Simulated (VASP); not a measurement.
# Hg (I4/mmm) in VASP: notebook

Hg is run at these levels: PBEsol; tasks: single point.

All numbers are computed with VASP 6.6.1; they aren't measurements. Logs are shortened: lines on timing, memory, paths and dates and some standing lists are left out, and cuts for length are marked.

### 1 The cell of the first run

It takes space group I4/mmm (No. 139, tetragonal). Conventional cell: a = 4.077 Å, b = 4.077 Å, c = 3.605 Å, α = 90.00°, β = 90.00°, γ = 90.00°. Hg (site symmetry 4/mmm) has 14 Hg at 3.40 to 4.08 Å within 4.5 Å.

### 2 Single point, PBEsol (strain -0.015 along x and y, +0.000 along z)

INCAR

```
SYSTEM = Hg
PREC = Accurate
ENCUT = 520
EDIFF = 1E-6
ISMEAR = 0
SIGMA = 0.15
LREAL = .FALSE.
LASPH = .TRUE.
NELM = 60
ALGO = Fast
ISIF = 2
LWAVE = .FALSE.
LCHARG = .FALSE.
GGA = PS
NBANDS = 12
```

KPOINTS

```
Automatic mesh
0
G
  18 18 18
  0 0 0
```

POSCAR

```
Hg
1.0
   -2.0386495750      2.0386495750      1.8022580000
    2.0386495750     -2.0386495750      1.8022580000
    2.0386495750      2.0386495750     -1.8022580000
Hg
1
Direct
    0.0000000000      0.0000000000      0.0000000000
```

Potentials or basis: VASP PAW PBE potentials, release 64 (Hg).

Run with:

```console
> cat potpaw_PBE.64/Hg/POTCAR > POTCAR
> mpirun -np 1 vasp_std > vasp.out
```

OUTCAR:

```text
SYSTEM = Hg
   PREC = Accurate
   ENCUT = 520
   EDIFF = 1E-6
   ISMEAR = 0
   LREAL = .FALSE.
   LASPH = .TRUE.
   NELM = 60
   ISIF = 2
   GGA = PS

 ion  position               nearest neighbor table
   1  0.000  0.000  0.000-

  LATTYP: Found a body centered tetragonal cell.
 ALAT       =     4.0772991500
 C/A-ratio  =     0.8840450179

  Lattice vectors:

 A1 = (  -2.0386495750,   2.0386495750,   1.8022580000)
 A2 = (   2.0386495750,  -2.0386495750,   1.8022580000)
 A3 = (   2.0386495750,   2.0386495750,  -1.8022580000)

Analysis of symmetry for initial positions (statically):
=====================================================================
 Subroutine PRICEL returns:
 Original cell was already a primitive cell.

 Routine SETGRP: Setting up the symmetry group for a
 body centered tetragonal supercell.

 Subroutine GETGRP returns: Found 16 space group operations
 (whereof 16 operations were pure point group operations)
 out of a pool of 16 trial point group operations.

The static configuration has the point symmetry D_4h.

Analysis of symmetry for dynamics (positions and initial velocities):
=====================================================================
 Subroutine PRICEL returns:
 Original cell was already a primitive cell.

 Routine SETGRP: Setting up the symmetry group for a
 body centered tetragonal supercell.

 Subroutine GETGRP returns: Found 16 space group operations
 (whereof 16 operations were pure point group operations)
 out of a pool of 16 trial point group operations.

The dynamic configuration has the point symmetry D_4h.

 Subroutine INISYM returns: Found 16 space group operations
 (whereof 16 operations are pure point group operations),
 and found     1 'primitive' translations

----------------------------------------------------------------------------------------

                                     Primitive cell

  volume of cell :      29.9614

  direct lattice vectors                    reciprocal lattice vectors
    -2.038649575  2.038649575  1.802258000     0.000000000  0.245260395  0.277429758
     2.038649575 -2.038649575  1.802258000     0.245260395  0.000000000  0.277429758
     2.038649575  2.038649575 -1.802258000     0.245260395  0.245260395  0.000000000

  length of vectors
     3.400046776  3.400046776  3.400046776     0.370297086  0.370297086  0.346850577

  position of ions in fractional coordinates (direct lattice)
     0.000000000  0.000000000  0.000000000

[... 78 lines left out ...]
   NSW    =      0    number of steps for IOM
   IBRION =     -1    ionic relax: 0-MD 1-quasi-New 2-CG
   NFREE  =      0    steps in history (QN), initial steepest desc. (CG)
   ISIF   =      2    stress and relaxation
   ISYM   =      2    0-nonsym 1-usesym 2-fastsym
   POTIM  = 0.5000    time-step for ionic-motion
   TEBEG  =    0.0;   TEEND  =   0.0 temperature during run
   PSTRESS=    0.0 pullay stress
   NELECT =      12.0000    total number of electrons
   NUPDOWN=      -1.0000    fix difference up-down
   EMIN   =  10.00;   EMAX   =-10.00  energy-range for DOS
   EFERMI =   0.00;   METHOD = LEGACY
   ISMEAR =     0;   SIGMA  =   0.15  broadening in eV -4-tet -1-fermi 0-gaus
   EFERMI_NEDOS =   21; number of points for ismear=-14 and -15
   IALGO  =     68    algorithm
   IMIX   =      4    mixing-type and parameters
     AMIX     =   0.40;   BMIX     =  1.00
     AMIX_MAG =   1.60;   BMIX_MAG =  1.00
  volume/ion in A,a.u.               =      29.96       202.19
  Fermi-wavevector in a.u.,A,eV,Ry     =   1.206742  2.280412 19.813171  1.456227
  Thomas-Fermi vector in A             =   2.342401
   LORBIT       =      0    0 simple, 1 ext, 2 COOP (PROOUT), +10 PAW based schemes
   GGA     = PS    functional components
   LHFCALC =     F    Hartree Fock is set to
   AEXX    =    0.0000 exact exchange contribution
   IVDW    =     0    specifies the selected vdW correction
   LEPSILON=     F    determine dielectric tensor
   LRPA    =     F    only Hartree local field effects (RPA)
 non-spin polarized calculation
 RMM-DIIS sequential band-by-band and
 Gauss-broadening in eV      SIGMA  =   0.15
  energy-cutoff  :      520.00
  volume of cell :       29.96
 maximum number of plane-waves:       847
 NGX is ok and might be reduce to    28
   NGX = 13   NGY = 13   NGZ = 13

 number of electron      12.0000001 magnetization

 Free energy of the ion-electron system (eV)
  ---------------------------------------------------
  ext. energy  EPLUGINS =         0.00000000
  ---------------------------------------------------
  free energy    TOTEN  =        -0.47685513 eV

  energy without entropy =       -0.47499022  energy(sigma->0) =       -0.47592268

 E-fermi :   0.8354     XC(G=0):  -9.7761

 val. band max:        0.7916870862   @ k =  -0.3889  -0.3889   0.2778
 cond. band min:       0.8649862033   @ k =   0.4444   0.0556   0.0000
 fundamental gap:      0.0732991171
 Fermi energy:         0.8353732081

 k-point     1 :       0.0000    0.0000    0.0000
  band No.  band energies     occupation
      1      -6.4502      2.00000
      2      -5.6333      2.00000
      3      -5.3927      2.00000
      4      -5.3927      2.00000
      5      -5.1109      2.00000
      6      -4.8476      2.00000
      7      13.0512      0.00000
      8      13.0512      0.00000
      9      15.2119      0.00000
     10      15.6474      0.00000
     11      15.6474      0.00000
     12      16.3793      0.00000
[... 331 lines left out ...]
 k-point    24 :      -0.2222    0.0556   -0.0000
  band No.  band energies     occupation
      1      -5.7706      2.00000
      2      -5.6271      2.00000
      3      -5.3091      2.00000
      4      -5.1216      2.00000
      5      -5.0244      2.00000
      6      -4.9019      2.00000
      7       9.1892      0.00000
      8      10.6366      0.00000
      9      11.8466      0.00000
     10      14.0170      0.00000
     11      15.5027      0.00000
     12      16.9640      0.00000

 [... further k-points ...]
[... 5 lines left out ...]
  --------------------------------------------------------------------------------------
  -------------------------------------------------------------------------------------
  Total       -0.5937159     -0.5937159     -0.5666918      0.0000000      0.0000000      0.0000000
  in kB      -31.7487895    -31.7487895    -30.3036814      0.0000000      0.0000000      0.0000000
  external PRESSURE =     -31.2670868 kB  Pullay stress =       0.0000000 kB

 VOLUME and BASIS-vectors are now :
 -----------------------------------------------------------------------------
  energy-cutoff  :      520.00
  volume of cell :       29.96
      direct lattice vectors                 reciprocal lattice vectors
    -2.038649575  2.038649575  1.802258000     0.000000000  0.245260395  0.277429758
     2.038649575 -2.038649575  1.802258000     0.245260395  0.000000000  0.277429758
     2.038649575  2.038649575 -1.802258000     0.245260395  0.245260395  0.000000000

 POSITION                                       TOTAL-FORCE (eV/Angst)
 -----------------------------------------------------------------------------------
      0.00000      0.00000      0.00000         0.000000      0.000000      0.000000
 -----------------------------------------------------------------------------------
    total drift:                               -0.000000     -0.000000     -0.000000

  FREE ENERGIE OF THE ION-ELECTRON SYSTEM (eV)
  ---------------------------------------------------
  free  energy   TOTEN  =        -0.4768551314 eV

  energy  without entropy=       -0.4749902233  energy(sigma->0) =       -0.47592268
```

It took 2 min on 1 thread of Intel Xeon 6975P-C, shared host; peak memory 0.29 GiB.

What came out:

```
Free energy            : -0.4769 eV
Pressure               : -3.1 GPa
Band gap on the k mesh : zero (band 6 reaches 2.22 eV, above the bottom of band 7 at 0.12 eV)
```

Levels at points of the mesh, in eV from the Fermi level:
| k point | band 4 | band 5 | band 6 | band 7 | band 8 | band 9 |
| --- | --- | --- | --- | --- | --- | --- |
| (0.00, 0.00, 0.00) | -6.23 | -5.95 | -5.68 | 12.22 | 12.22 | 14.38 |
| (0.50, 0.00, 0.00) | -5.59 | -5.38 | -1.38 | -0.31 | 7.78 | 8.72 |
| (0.50, 0.50, 0.00) | -5.82 | -5.41 | -2.11 | -0.72 | 9.59 | 10.82 |
| (0.50, 0.50, 0.50) | -5.49 | -5.42 | 1.38 | 3.01 | 3.01 | 5.52 |

Caveat: the cell differs from its parent crystal (strain -0.015 along x and y, +0.000 along z); the PAW data sets were made with another functional, which shifts forces and pressure a little; spin-orbit coupling is left out, which moves the levels of the heavy elements.

### 3 Single point, PBEsol (strain +0.000 along x and y, +0.030 along z)

INCAR

```
  ALGO = Fast
  EDIFF = 1E-7
  ENCUT = 520
  GGA = PS
  ISIF = 2
  ISMEAR = 0
  LASPH = T
  LCHARG = F
  LREAL = F
  LWAVE = F
  NBANDS = 12
  NELM = 100
  PREC = Accurate
  SIGMA = 0.15
```

KPOINTS

```
k-points
0
Gamma
  18 18 18
```

POSCAR

```
Hg
1.0
   -2.0696950000      2.0696950000      1.8563257400
    2.0696950000     -2.0696950000      1.8563257400
    2.0696950000      2.0696950000     -1.8563257400
Hg
1
Direct
    0.0000000000      0.0000000000      0.0000000000
```

Potentials or basis: VASP PAW PBE potentials, release 64 (Hg).

Run with:

```console
> cat potpaw_PBE.64/Hg/POTCAR > POTCAR
> mpirun -np 1 vasp_std > vasp.out
```

Wall time 2.3 min (1 thread of Intel Xeon 6975P-C, shared host); peak memory 0.3 GiB.

Results (log left out):

```yaml
Free_energy: -0.4415 eV
Pressure: -3.1 GPa
Band_gap_on_the_k_mesh: zero (band 6 reaches 1.61 eV, above the bottom of band 7 at 0.01 eV)
```

Stress tensor (GPa, compression positive):
```
-3.17  0.00  0.00
 0.00 -3.17  0.00
 0.00  0.00 -3.06
```

Levels at points of the mesh, in eV from the Fermi level:
```tsv
k point	band 3	band 4	band 5	band 6	band 7	band 8	band 9	band 10
(0.00, 0.00, 0.00)	-6.18	-6.18	-5.89	-5.69	11.85	11.85	13.45	14.31
(0.50, 0.00, 0.00)	-5.81	-5.62	-5.41	-1.58	-0.20	7.51	8.52	11.40
(0.50, 0.50, 0.00)	-5.95	-5.80	-5.44	-2.18	-0.53	9.01	10.31	13.30
(0.50, 0.50, 0.50)	-5.51	-5.51	-5.45	1.07	3.05	3.05	5.14	8.01
```

Caveat: the cell differs from its parent crystal (strain +0.000 along x and y, +0.030 along z); the PAW data sets were made with another functional, which shifts forces and pressure a little; spin-orbit coupling is left out, which moves the levels of the heavy elements.

### 4 Single point, PBEsol (strain +0.030 along x and y, -0.030 along z)

INCAR

```
PREC = Accurate
ENCUT = 520
EDIFF = 1E-6
ISMEAR = 0
SIGMA = 0.15
LREAL = False
LASPH = True
NELM = 60
ALGO = Fast
ISIF = 2
LWAVE = False
LCHARG = False
GGA = PS
NBANDS = 12
```

KPOINTS

```
regular mesh
0
Gamma
  18 18 18
```

POSCAR

```
Hg
1.0
   -2.1317858500      2.1317858500      1.7481902600
    2.1317858500     -2.1317858500      1.7481902600
    2.1317858500      2.1317858500     -1.7481902600
Hg
1
Direct
    0.0000000000      0.0000000000      0.0000000000
```

Run with:

```console
> cat potpaw_PBE.64/Hg/POTCAR > POTCAR
> mpirun -np 1 vasp_std > vasp.out
```

Wall time 2 min (1 thread of Intel Xeon 6975P-C, shared host); peak memory 0.3 GiB.

Results (log left out):

| Property | Result |
| --- | --- |
| Free energy | -0.4398 eV |
| Pressure | -3.0 GPa |
| Band gap on the k mesh | zero (band 6 reaches 1.20 eV, above the bottom of band 7 at -0.14 eV) |

Stress tensor (GPa, compression positive):
```
-3.10  0.00  0.00
 0.00 -3.10  0.00
 0.00  0.00 -2.77
```

Levels at points of the mesh, in eV from the Fermi level:
| k point | band 3 | band 4 | band 5 | band 6 | band 7 | band 8 | band 9 | band 10 |
| --- | --- | --- | --- | --- | --- | --- | --- | --- |
| (0.00, 0.00, 0.00) | -5.98 | -5.98 | -5.96 | -5.56 | 11.01 | 11.01 | 14.47 | 14.58 |
| (0.50, 0.00, 0.00) | -5.74 | -5.41 | -5.35 | -1.20 | 0.03 | 7.39 | 8.24 | 11.18 |
| (0.50, 0.50, 0.00) | -5.99 | -5.74 | -5.36 | -2.39 | -0.59 | 10.25 | 11.59 | 14.78 |
| (0.50, 0.50, 0.50) | -5.42 | -5.42 | -5.33 | 0.75 | 2.67 | 2.67 | 6.65 | 7.66 |

Caveat: the cell differs from its parent crystal (strain +0.030 along x and y, -0.030 along z); the PAW data sets were made with another functional, which shifts forces and pressure a little; spin-orbit coupling is left out, which moves the levels of the heavy elements.

### 5 Single point, PBEsol (strain +0.030 along x and y, +0.000 along z)

INCAR

```
PREC = Accurate ; ENCUT = 520
EDIFF = 1E-7 ; ISMEAR = 0
SIGMA = 0.15 ; LREAL = False
LASPH = True ; NELM = 100
ALGO = Fast ; ISIF = 2
LWAVE = False ; LCHARG = False
GGA = PS ; NBANDS = 12
```

KPOINTS is that of step 4.

POSCAR

```
Hg
1.0
   -2.1317858500      2.1317858500      1.8022580000
    2.1317858500     -2.1317858500      1.8022580000
    2.1317858500      2.1317858500     -1.8022580000
Hg
1
Direct
    0.0000000000      0.0000000000      0.0000000000
```

Potentials or basis: VASP PAW PBE potentials, release 64 (Hg).

Run with:

```console
> cat potpaw_PBE.64/Hg/POTCAR > POTCAR
> mpirun -np 1 vasp_std > vasp.out
```

OUTCAR:

```text
PREC = Accurate
   ENCUT = 520
   EDIFF = 1E-7
   ISMEAR = 0
   LREAL = False
   LASPH = True
   NELM = 100
   ISIF = 2
   GGA = PS

 ion  position               nearest neighbor table
   1  0.000  0.000  0.000-

  LATTYP: Found a body centered tetragonal cell.
 ALAT       =     4.2635717000
 C/A-ratio  =     0.8454216919

  Lattice vectors:

 A1 = (  -2.1317858500,   2.1317858500,   1.8022580000)
 A2 = (   2.1317858500,  -2.1317858500,   1.8022580000)
 A3 = (   2.1317858500,   2.1317858500,  -1.8022580000)
[... 531 lines left out ...]
      3      -5.6022      2.00000
      4      -5.5206      2.00000
      5      -5.3515      2.00000
      6      -5.2722      2.00000
      7       8.1365      0.00000
      8       9.5218      0.00000
      9      10.5707      0.00000
     10      13.0437      0.00000
     11      14.5296      0.00000
     12      16.2119      0.00000

 [... further k-points ...]
[... 5 lines left out ...]
  --------------------------------------------------------------------------------------
  -------------------------------------------------------------------------------------
  Total       -0.6175080     -0.6175080     -0.5912785      0.0000000      0.0000000      0.0000000
  in kB      -30.1987576    -30.1987576    -28.9160253      0.0000000      0.0000000      0.0000000
  external PRESSURE =     -29.7711801 kB  Pullay stress =       0.0000000 kB

 VOLUME and BASIS-vectors are now :
 -----------------------------------------------------------------------------
  energy-cutoff  :      520.00
  volume of cell :       32.76
      direct lattice vectors                 reciprocal lattice vectors
    -2.131785850  2.131785850  1.802258000     0.000000000  0.234545135  0.277429758
     2.131785850 -2.131785850  1.802258000     0.234545135  0.000000000  0.277429758
     2.131785850  2.131785850 -1.802258000     0.234545135  0.234545135  0.000000000

 POSITION                                       TOTAL-FORCE (eV/Angst)
 -----------------------------------------------------------------------------------
      0.00000      0.00000      0.00000         0.000000      0.000000      0.000000
 -----------------------------------------------------------------------------------
    total drift:                               -0.000000     -0.000000     -0.000000

  FREE ENERGIE OF THE ION-ELECTRON SYSTEM (eV)
  ---------------------------------------------------
  free  energy   TOTEN  =        -0.4227410793 eV

  energy  without entropy=       -0.4212993642  energy(sigma->0) =       -0.42202022
```

OSZICAR:

```text
N       E                     dE             d eps       ncg     rms          rms(c)
DAV:   1     0.714158044226E+02    0.71416E+02   -0.62148E+03 12064   0.914E+02
DAV:   2     0.928986624667E+00   -0.70487E+02   -0.65508E+02 12680   0.214E+02
DAV:   3    -0.437878575558E+00   -0.13669E+01   -0.13661E+01 13452   0.335E+01
DAV:   4    -0.439324873840E+00   -0.14463E-02   -0.14463E-02 12732   0.117E+00
DAV:   5    -0.439327428452E+00   -0.25546E-05   -0.25546E-05 13336   0.466E-02    0.118E+00
RMM:   6    -0.423581837665E+00    0.15746E-01   -0.30212E-02 11578   0.161E+00    0.107E+00
RMM:   7    -0.422689476407E+00    0.89236E-03   -0.32252E-03 12194   0.416E-01    0.619E-01
RMM:   8    -0.422724800978E+00   -0.35325E-04   -0.48892E-04 12164   0.297E-01    0.388E-02
RMM:   9    -0.422738493632E+00   -0.13693E-04   -0.61786E-05 13070   0.712E-02    0.174E-02
RMM:  10    -0.422741225939E+00   -0.27323E-05   -0.15963E-05 12343   0.510E-02    0.579E-03
RMM:  11    -0.422741065937E+00    0.16000E-06   -0.10126E-06 13248   0.945E-03    0.203E-03
RMM:  12    -0.422741079276E+00   -0.13339E-07   -0.43888E-08  8817   0.242E-03
   1 F= -.42274108E+00 E0= -.42202022E+00  d E =-.144172E-02
```

stdout:

```text
POSCAR found type information on POSCAR Hg
 POSCAR found :  1 types and       1 ions
 scaLAPACK will be used
 -----------------------------------------------------------------------------
|                                                                             |
|                                                                             |
|     You enforced a specific xc type in the INCAR file but a different       |
|     I HOPE YOU KNOW WHAT YOU ARE DOING!                                     |
|                                                                             |
 -----------------------------------------------------------------------------

 LDA part: xc-table for (Slater+PW92), standard interpolation
 POSCAR, INCAR and KPOINTS ok, starting setup
 FFT: planning ... GRIDC
 FFT: planning ... GRID_SOFT
 FFT: planning ... GRID
 WAVECAR not read
 entering main loop
```

Wall time 2.2 min (1 thread of Intel Xeon 6975P-C, shared host); peak memory 0.3 GiB.

Results:

```yaml
Free_energy: -0.4227 eV
Pressure: -3.0 GPa
Band_gap_on_the_k_mesh: zero (band 6 reaches 1.05 eV, above the bottom of band 7 at -0.15 eV)
```

Stress tensor (GPa, compression positive):
```
-3.02  0.00  0.00
 0.00 -3.02  0.00
 0.00  0.00 -2.89
```

Caveat: the cell differs from its parent crystal (strain +0.030 along x and y, +0.000 along z); the PAW data sets were made with another functional, which shifts forces and pressure a little; spin-orbit coupling is left out, which moves the levels of the heavy elements.

### 6 Overview

| cell | further INCAR settings | gap on the mesh (eV) | pressure (GPa) |
| --- | --- | --- | --- |
| a = 3.400 Å, angles 106.3, 106.3, 116.0°, 1 atom | ALGO = Fast; EDIFF = 1e-06; NBANDS = 12 | none | -3.1 |
| a = 3.466 Å, angles 106.7, 106.7, 115.2°, 1 atom | ALGO = Fast; EDIFF = 1e-07; NBANDS = 12 | none | -3.1 |
| a = 3.485 Å, angles 104.6, 104.6, 119.8°, 1 atom | ALGO = Fast; EDIFF = 1e-06; NBANDS = 12 | none | -3.0 |
| a = 3.512 Å, angles 105.3, 105.3, 118.3°, 1 atom | ALGO = Fast; EDIFF = 1e-07; NBANDS = 12 | none | -3.0 |

Alike in all rows: task single point; level PBEsol; potentials or basis VASP PAW PBE potentials, release 64 (Hg); no spin polarisation; k mesh 18 × 18 × 18; cutoff (eV) 520; smearing gaussian 0.15 eV.

Caveats: the PAW data sets were made with another functional, which shifts forces and pressure a little; spin-orbit coupling is left out, which moves the levels of the heavy elements.

Absolute energies hang on the potentials; compare differences alone.
